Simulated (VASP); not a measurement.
Crystal: MgO.

```
Mg O
1.0
     0.00000    2.13515    2.13515
     2.13515    0.00000    2.13515
     2.13515    2.13515    0.00000
Mg O
1 1
Cartesian
  0.0000 0.0000 0.0000
  2.1351 2.1351 2.1351
```

Base run:

```yaml
Program: VASP 6.6.1
Functional: r2SCAN
Potentials_or_basis: VASP PAW PBE potentials, release 64 (Mg, O)
Cutoff: 520 eV
k_mesh: 8 × 8 × 8
Occupations: gaussian, width 0.1 eV
Spin: no spin polarisation
```

Its results: band gap on the k mesh 5.20 eV, direct; pressure -8.2 GPa.

Problem. The run is repeated on the same cell with these changes: potentials or basis from VASP PAW PBE potentials, release 64 (Mg, O) to VASP PAW PBE potentials, release 64 (Mg_sv, O); cutoff from 520 eV to 660 eV; further incar settings from ALGO = Normal; EDIFF = 1e-06; NBANDS = 11 to ALGO = Normal; EDIFF = 1e-06; NBANDS = 15; valence electrons from 8 to 16. What comes out?

Solution. Band gap on the k mesh 5.25 eV, direct; pressure -7.2 GPa.

Caveats: the PAW data sets were made with another functional, which shifts forces and pressure a little.

